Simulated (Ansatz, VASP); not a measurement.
Two plane-wave programs on Mo

Contents of INCAR:

```
ALGO = Normal
EDIFF = 1E-6
EDIFFG = -0.005
ENCUT = 600
GGA = PE
IBRION = 2
ISIF = 3
ISMEAR = -1
LASPH = True
LCHARG = False
LREAL = False
LWAVE = False
NELM = 80
NSW = 60
PREC = Accurate
SIGMA = 0.1
```

File KPOINTS:

```
k-points
0
Gamma
  20 20 20
```

Contents of POSCAR:

```
Mo
1.0
   -1.5813925127      1.5813925127      1.5813925127
    1.5813925127     -1.5813925127      1.5813925127
    1.5813925127      1.5813925127     -1.5813925127
Mo
1
Direct
    0.0000000000      0.0000000000      0.0000000000
```

Input for Ansatz:

```yaml
crystal:
  lattice:
    - [-1.5813925127, 1.5813925127, 1.5813925127]
    - [1.5813925127, -1.5813925127, 1.5813925127]
    - [1.5813925127, 1.5813925127, -1.5813925127]
  atoms:
    - { symbol: Mo, position: [0.0, 0.0, 0.0] }
kpoints:
  mp_grid: { grid: [20, 20, 20] }
scf:
  occupations: { method: fermi_dirac, width: 0.1 }
hamiltonian:
  xc: pbe
  pseudopotentials: { kind: paw }
output:
  forces: true
  stress: true
relax:
  f_tol: 0.005
  max_steps: 40
  cell: {}
```

Alike in both runs: task relaxation of cell and atoms; functional PBE; k mesh 20 × 20 × 20; occupations fermi-dirac, width 0.1 eV; no spin polarisation.

|  | VASP | Ansatz |
| --- | --- | --- |
| version | VASP 6.6.1 | Ansatz 0.2.0 |
| potentials or method | VASP PAW PBE potentials, release 64 (Mo_sv) | PAW with Ansatz's default frozen-core files, scalar-relativistic |
| plane-wave cutoff (eV) | 600 | 420 |
| valence electrons in the cell | 14 | 14 |

|  | VASP | Ansatz | Ansatz less VASP |
| --- | --- | --- | --- |
| relaxed volume (Å³/atom) | 15.82 | 15.79 | -0.025 |
| relaxed length of the cell vector where the two differ most in proportion (Å) | 2.739 | 2.738 | -0.0014 |

Noted on VASP's run: the relaxation stopped at its first step, so nothing moved.
